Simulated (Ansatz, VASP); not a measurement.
## Two plane-wave programs on Au

INCAR

```
SYSTEM = Au
PREC = Accurate
ENCUT = 520
EDIFF = 1E-7
ISMEAR = 0
SIGMA = 0.15
LREAL = .FALSE.
LASPH = .TRUE.
NELM = 80
ALGO = Fast
ISIF = 2
LWAVE = .FALSE.
LCHARG = .FALSE.
GGA = PE
NBANDS = 12
```

File KPOINTS:

```
regular mesh
0
G
  20 20 20
  0 0 0
```

Contents of POSCAR:

```
Au
1.0
    0.0000000000      2.2091400000      2.1273200000
    2.2091400000      0.0000000000      2.1273200000
    2.2091400000      2.2091400000      0.0000000000
Au
1
Direct
    0.0000000000      0.0000000000      0.0000000000
```

Input for Ansatz:

```yaml
crystal:
  lattice:
    - [0.0, 2.20914, 2.12732]
    - [2.20914, 0.0, 2.12732]
    - [2.20914, 2.20914, 0.0]
  atoms:
    - { symbol: Au, position: [0.0, 0.0, 0.0] }
basis:
  ecutwfc: 420
kpoints:
  mp_grid: { grid: [20, 20, 20] }
hamiltonian:
  xc: pbe
scf:
  occupations: { method: gaussian, width: 0.15 }
output:
  forces: true
  stress: true
  eigenvalues: true
```

Change from the starting cell: strain +0.080 along x and y, +0.040 along z, atoms carried along.

Alike in both runs: task single point; functional PBE; k mesh 20 × 20 × 20; occupations gaussian, width 0.15 eV; no spin polarisation.

|  | VASP | Ansatz |
| --- | --- | --- |
| version | VASP 6.6.1 | Ansatz 0.2.0 |
| potentials or method | VASP PAW PBE potentials, release 64 (Au), cutoff 520 eV | scalar-relativistic, plane waves, PAW |
| valence electrons in the cell | 11 | 19 |

VASP gave:

| Item | Value |
| --- | --- |
| gap on the k mesh at the Fermi level (eV) | none |
| pressure (GPa) | -13.1 |
| traceless stress, the component that is largest in VASP (GPa) | 0.35 |

Task: Which values does Ansatz return?

Result: gap on the k mesh at the Fermi level (eV): none; pressure (GPa): -13.0; traceless stress, the component that is largest in VASP (GPa): 0.35.

A gap of «none» marks a metal or a gap that the smearing closes. VASP's potentials hold 11 valence electrons a cell and Ansatz's 19, so a difference there can come from the potentials and not from the codes.

Spin-orbit coupling is off throughout.
